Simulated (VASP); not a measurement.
# GeN (Fd-3m) in VASP: further runs

Runs on GeN. Level: PBE. Tasks: single point, relaxation of cell and atoms.

Program: VASP 6.6.1. These are calculated values, not measurements. Logs are shortened: lines on timing, memory, paths and dates and some standing lists are left out, and cuts for length are marked.

## (1) The cell of the first run

Symmetry: Fd-3m, No. 227, cubic system. The conventional cell has a = 5.832 Å, b = 5.832 Å, c = 5.832 Å, α = 90.00°, β = 90.00°, γ = 90.00°. Ge (site symmetry -43m) has 4 Ge at 2.53 Å and 10 N at 2.53 to 2.92 Å within 3.3 Å. Within 3.3 Å of N (site symmetry -43m) lie 10 Ge at 2.53 to 2.92 Å and 4 N at 2.53 Å.

## (2) Single point, PBE

INCAR

```
  PREC = Accurate
  ENCUT = 520
  EDIFF = 1E-6
  ISMEAR = 0
  SIGMA = 0.1
  LREAL = False
  LASPH = True
  NELM = 100
  ALGO = Normal
  ISIF = 2
  LWAVE = False
  LCHARG = True
  GGA = PE
  LELF = True
  LVHAR = True
  NBANDS = 27
```

KPOINTS

```
regular mesh
0
Gamma
  6 6 6
```

POSCAR

```
GeN
1.0
    0.0000000000      2.9159618632      2.9159618632
    2.9159618632      0.0000000000      2.9159618632
    2.9159618632      2.9159618632      0.0000000000
Ge N
2 2
Direct
    0.5000000000      0.5000000000      0.5000000000
    0.7500000000      0.7500000000      0.7500000000
    0.0000000000      0.0000000000      0.0000000000
    0.2500000000      0.2500000000      0.2500000000
```

Potentials or basis: VASP PAW PBE potentials, release 64 (Ge_d, N).

Started as:

```bash
$ cat potpaw_PBE.64/Ge_d/POTCAR potpaw_PBE.64/N/POTCAR > POTCAR
$ mpirun -np 1 vasp_std > vasp.out
```

OUTCAR:

```text
PREC = Accurate
   ENCUT = 520
   EDIFF = 1E-6
   ISMEAR = 0
   LREAL = False
   LASPH = True
   NELM = 100
   ISIF = 2
   GGA = PE

 ion  position               nearest neighbor table
   1  0.500  0.500  0.500-   2 2.53   2 2.53   2 2.53   2 2.53
   2  0.750  0.750  0.750-   1 2.53   1 2.53   1 2.53   1 2.53
   3  0.000  0.000  0.000-
   4  0.250  0.250  0.250-

  LATTYP: Found a face centered cubic cell.
 ALAT       =     5.8319237264

  Lattice vectors:

 A1 = (   0.0000000000,   2.9159618632,   2.9159618632)
 A2 = (   2.9159618632,   0.0000000000,   2.9159618632)
 A3 = (   2.9159618632,   2.9159618632,   0.0000000000)

Analysis of symmetry for initial positions (statically):
=====================================================================
 Subroutine PRICEL returns:
 Original cell was already a primitive cell.

 Routine SETGRP: Setting up the symmetry group for a
 face centered cubic supercell.

 Subroutine GETGRP returns: Found 48 space group operations
 (whereof 24 operations were pure point group operations)
 out of a pool of 48 trial point group operations.

The static configuration has the point symmetry T_d .
 The point group associated with its full space group is O_h .

Analysis of symmetry for dynamics (positions and initial velocities):
=====================================================================
 Subroutine PRICEL returns:
 Original cell was already a primitive cell.

 Routine SETGRP: Setting up the symmetry group for a
 face centered cubic supercell.

 Subroutine GETGRP returns: Found 48 space group operations
 (whereof 24 operations were pure point group operations)
 out of a pool of 48 trial point group operations.

The dynamic configuration has the point symmetry T_d .
 The point group associated with its full space group is O_h .

 Subroutine INISYM returns: Found 48 space group operations
 (whereof 24 operations are pure point group operations),
 and found     1 'primitive' translations

----------------------------------------------------------------------------------------

                                     Primitive cell

  volume of cell :      49.5879

  direct lattice vectors                    reciprocal lattice vectors
     0.000000000  2.915961863  2.915961863    -0.171470007  0.171470007  0.171470007
[... 78 lines left out ...]
   LASPH  =      T    aspherical Exc in radial PAW
   ENCUT  =  520.0 eV  38.22 Ry    6.18 a.u.   7.67  7.67  7.67*2*pi/ulx,y,z
   NELM   =    100;   NELMIN=  2; NELMDL= -5     # of ELM steps
   EDIFF  = 0.1E-05   stopping-criterion for ELM
   LREAL  =      F    real-space projection
   EDIFFG = 0.1E-04   stopping-criterion for IOM
   NSW    =      0    number of steps for IOM
   IBRION =     -1    ionic relax: 0-MD 1-quasi-New 2-CG
   NFREE  =      0    steps in history (QN), initial steepest desc. (CG)
   ISIF   =      2    stress and relaxation
   ISYM   =      2    0-nonsym 1-usesym 2-fastsym
   POTIM  = 0.5000    time-step for ionic-motion
   TEBEG  =    0.0;   TEEND  =   0.0 temperature during run
   PSTRESS=    0.0 pullay stress
   NELECT =      38.0000    total number of electrons
   NUPDOWN=      -1.0000    fix difference up-down
   EMIN   =  10.00;   EMAX   =-10.00  energy-range for DOS
   EFERMI =   0.00;   METHOD = LEGACY
   ISMEAR =     0;   SIGMA  =   0.10  broadening in eV -4-tet -1-fermi 0-gaus
   EFERMI_NEDOS =   21; number of points for ismear=-14 and -15
   IALGO  =     38    algorithm
   IMIX   =      4    mixing-type and parameters
     AMIX     =   0.40;   BMIX     =  1.00
     AMIX_MAG =   1.60;   BMIX_MAG =  1.00
  volume/ion in A,a.u.               =      12.40        83.66
  Fermi-wavevector in a.u.,A,eV,Ry     =   1.498112  2.831021 30.536081  2.244339
  Thomas-Fermi vector in A             =   2.609913
   LORBIT       =      0    0 simple, 1 ext, 2 COOP (PROOUT), +10 PAW based schemes
   GGA     = PE    functional components
   LHFCALC =     F    Hartree Fock is set to
   AEXX    =    0.0000 exact exchange contribution
   IVDW    =     0    specifies the selected vdW correction
   LEPSILON=     F    determine dielectric tensor
   LRPA    =     F    only Hartree local field effects (RPA)
 non-spin polarized calculation
 Gauss-broadening in eV      SIGMA  =   0.10
  energy-cutoff  :      520.00
  volume of cell :       49.59
 maximum number of plane-waves:      1363
 NGX is ok and might be reduce to    32
   NGX = 15   NGY = 15   NGZ = 15

 number of electron      37.9999972 magnetization

 Free energy of the ion-electron system (eV)
  ---------------------------------------------------
  ext. energy  EPLUGINS =         0.00000000
  ---------------------------------------------------
  free energy    TOTEN  =       -17.51584259 eV

  energy without entropy =      -17.48972261  energy(sigma->0) =      -17.50278260

 E-fermi :   6.4592     XC(G=0): -11.9466

 val. band max:        6.4442776148   @ k =   0.3333   0.1667   0.0000
 cond. band min:       6.5151844518   @ k =   0.1667   0.0000   0.0000
 fundamental gap:      0.0709068370
 Fermi energy:         6.4591796909

 k-point     1 :       0.0000    0.0000    0.0000
  band No.  band energies     occupation
      1     -18.4590      2.00000
      2     -18.4590      2.00000
      3     -18.4590      2.00000
      4     -18.4213      2.00000
      5     -18.4213      2.00000
      6     -18.2614      2.00000
[... 469 lines left out ...]
     26      14.4553      0.00000
     27      19.8260      0.00000

------------------------ aborting loop because EDIFF is reached ----------------------------------------

  FORCE on cell =-STRESS in cart. coord.  units (eV):
  Direction    XX          YY          ZZ          XY          YZ          ZX
  --------------------------------------------------------------------------------------
  -------------------------------------------------------------------------------------
  Total       -0.0822514     -0.0822514     -0.0822514      0.0000000      0.0000000      0.0000000
  in kB       -2.6575313     -2.6575313     -2.6575313      0.0000000      0.0000000      0.0000000
  external PRESSURE =      -2.6575313 kB  Pullay stress =       0.0000000 kB

 VOLUME and BASIS-vectors are now :
 -----------------------------------------------------------------------------
  energy-cutoff  :      520.00
  volume of cell :       49.59
      direct lattice vectors                 reciprocal lattice vectors
     0.000000000  2.915961863  2.915961863    -0.171470007  0.171470007  0.171470007
     2.915961863  0.000000000  2.915961863     0.171470007 -0.171470007  0.171470007
     2.915961863  2.915961863  0.000000000     0.171470007  0.171470007 -0.171470007

 POSITION                                       TOTAL-FORCE (eV/Angst)
 -----------------------------------------------------------------------------------
      2.91596      2.91596      2.91596        -0.000000     -0.000000      0.000000
      4.37394      4.37394      4.37394         0.000000      0.000000     -0.000000
      0.00000      0.00000      0.00000         0.000000      0.000000      0.000000
      1.45798      1.45798      1.45798        -0.000000      0.000000     -0.000000
 -----------------------------------------------------------------------------------
    total drift:                                0.000000     -0.000000      0.000000

  FREE ENERGIE OF THE ION-ELECTRON SYSTEM (eV)
  ---------------------------------------------------
  free  energy   TOTEN  =       -17.5158425887 eV

  energy  without entropy=      -17.4897226056  energy(sigma->0) =      -17.50278260
```

It took 12 s on 1 thread of Intel Xeon 6975P-C (Granite Rapids), shared host; peak memory 0.17 GiB.

What came out:

```yaml
Free_energy: -17.5158 eV
Pressure: -0.3 GPa
Band_gap_on_the_k_mesh: zero (bands 19 and 20 overlap by 1.97 eV)
```

## (3) Relaxation of cell and atoms, PBE

This run uses another cell than the first one, of 13.33 Å³/atom.

INCAR

```
ALGO = Normal ; EDIFF = 1E-6
EDIFFG = -0.04 ; ENCUT = 600
GGA = PE ; IBRION = 2
ISIF = 3 ; ISMEAR = 0
LASPH = T ; LCHARG = F
LREAL = F ; LWAVE = F
NELM = 80 ; NSW = 90
PREC = Accurate ; SIGMA = 0.1
```

KPOINTS

```
k-points
0
Gamma
  6 6 6
```

POSCAR

```
GeN
1.0
    0.0000000000      2.9870284854      2.9870284854
    2.9870284854      0.0000000000      2.9870284854
    2.9870284854      2.9870284854      0.0000000000
Ge N
2 2
Direct
    0.5000000000      0.5000000000      0.5000000000
    0.7500000000      0.7500000000      0.7500000000
    0.0000000000      0.0000000000      0.0000000000
    0.2500000000      0.2500000000      0.2500000000
```

Potentials or basis: VASP PAW PBE potentials, release 64 (Ge_d, N).

Started as:

```bash
$ cat potpaw_PBE.64/Ge_d/POTCAR potpaw_PBE.64/N/POTCAR > POTCAR
$ mpirun -np 1 vasp_std > vasp.out
```

OUTCAR:

```text
EDIFF = 1E-6
   EDIFFG = -0.04
   ENCUT = 600
   GGA = PE
   IBRION = 2
   ISIF = 3
   ISMEAR = 0
   LASPH = T
   LREAL = F
   NELM = 80
   NSW = 90
   PREC = Accurate

 ion  position               nearest neighbor table
   1  0.500  0.500  0.500-   2 2.59   2 2.59   2 2.59   2 2.59
   2  0.750  0.750  0.750-   1 2.59   1 2.59   1 2.59   1 2.59
   3  0.000  0.000  0.000-
   4  0.250  0.250  0.250-

  LATTYP: Found a face centered cubic cell.
 ALAT       =     5.9740569708

  Lattice vectors:

 A1 = (   0.0000000000,   2.9870284854,   2.9870284854)
 A2 = (   2.9870284854,   0.0000000000,   2.9870284854)
 A3 = (   2.9870284854,   2.9870284854,   0.0000000000)

Analysis of symmetry for initial positions (statically):
[... 178 lines left out ...]
  --------------------------------------------------------------------------------------
  -------------------------------------------------------------------------------------
  Total       -2.2177039     -2.2177039     -2.2177039     -0.0000000     -0.0000000      0.0000000
  in kB      -66.6601133    -66.6601133    -66.6601133     -0.0000000     -0.0000000      0.0000000
  external PRESSURE =     -66.6601133 kB  Pullay stress =       0.0000000 kB
[... 63 lines left out ...]
--------------------------------------- Ionic step        3  -------------------------------------------

 number of electron      38.0000011 magnetization

 Free energy of the ion-electron system (eV)
  ---------------------------------------------------
  ext. energy  EPLUGINS =         0.00000000
  ---------------------------------------------------
  free energy    TOTEN  =       -17.52347866 eV

  energy without entropy =      -17.49769563  energy(sigma->0) =      -17.51058714

 E-fermi :   6.5053     XC(G=0): -11.9676

 val. band max:        6.4889828529   @ k =   0.3333   0.1667   0.0000
 cond. band min:       6.5597202629   @ k =   0.1667   0.0000   0.0000
 fundamental gap:      0.0707374100
 Fermi energy:         6.5053484896

 k-point     1 :       0.0000    0.0000    0.0000
  band No.  band energies     occupation
      1     -18.4151      2.00000
      2     -18.4151      2.00000
      3     -18.4151      2.00000
      4     -18.3770      2.00000
      5     -18.3770      2.00000
      6     -18.2154      2.00000
[... 436 lines left out ...]
  FREE ENERGIE OF THE ION-ELECTRON SYSTEM (eV)
  ---------------------------------------------------
  free  energy   TOTEN  =       -17.5234786557 eV

  energy  without entropy=      -17.4976956290  energy(sigma->0) =      -17.51058714

 reached required accuracy - stopping structural energy minimisation
```

OSZICAR:

```text
N       E                     dE             d eps       ncg     rms          rms(c)
DAV:   1     0.316563725187E+03    0.31656E+03   -0.20896E+04   852   0.475E+03
DAV:   2     0.310141672287E+02   -0.28555E+03   -0.28131E+03   750   0.787E+02
DAV:   3    -0.163019462165E+02   -0.47316E+02   -0.46673E+02   904   0.191E+02
[... 27 lines left out ...]
DAV:   4    -0.175235514321E+02    0.84075E-03   -0.24880E-03   983   0.414E-01    0.439E-02
DAV:   5    -0.175234806331E+02    0.70799E-04   -0.27105E-04   967   0.273E-01    0.139E-02
DAV:   6    -0.175234799854E+02    0.64779E-06   -0.12444E-05   974   0.586E-02    0.912E-03
DAV:   7    -0.175234786966E+02    0.12888E-05   -0.12894E-06   389   0.228E-02    0.134E-03
DAV:   8    -0.175234786557E+02    0.40864E-07   -0.39606E-07   389   0.729E-03
   3 F= -.17523479E+02 E0= -.17510587E+02  d E =-.874193E-01
```

Wall time 31 s (1 thread of Intel Xeon 6975P-C (Granite Rapids), shared host); peak memory 0.22 GiB.

Results:

```
Free energy                           : -17.5235 eV
Relaxed volume                        : 12.35 Å³/atom
Relaxed cell                          : a = 4.118 Å, b = 4.118 Å, c = 4.118 Å, α = 60.00°, β = 60.00°, γ = 60.00°
Space group after relaxing (to 0.1 Å) : Fd-3m (No. 227)
Energy gained by relaxing             : 21.9 meV/atom
Ionic steps                           : 3
Pressure after relaxing               : 0.1 GPa
```

Step by step:
```csv
step,energy change (eV),largest force (eV/Å),pressure (GPa),volume (Å³)
1,0.0000,0.0000,-6.67,53.30
2,-0.0869,0.0000,0.55,49.14
3,-0.0874,0.0000,0.07,49.39
```

Final structure:
```
CELL_PARAMETERS angstrom
0.00000 2.91212 2.91212
2.91212 0.00000 2.91212
2.91212 2.91212 0.00000
ATOMIC_POSITIONS crystal
Ge 0.50000 0.50000 0.50000
Ge 0.75000 0.75000 0.75000
N 0.00000 0.00000 0.00000
N 0.25000 0.25000 0.25000
```

Levels at points of the mesh, in eV from the Fermi level:
```
           k point  band 16  band 17  band 18  band 19  band 20  band 21  band 22  band 23
(0.00, 0.00, 0.00)    -2.58    -2.27    -2.27    -2.27    -0.38    -0.07    -0.07    -0.07
(0.50, 0.00, 0.00)    -3.56    -2.72    -2.72    -0.78    -0.19     1.55     1.55     4.28
(0.50, 0.50, 0.00)    -5.89     0.15     0.15     0.37     0.37     2.23     2.23     5.34
```

Caveat: the highest band is partly filled, so the run has too few bands.

[end of part 1 of 2]

The gap in the log of VASP goes by the Fermi energy; the results here count the filled bands.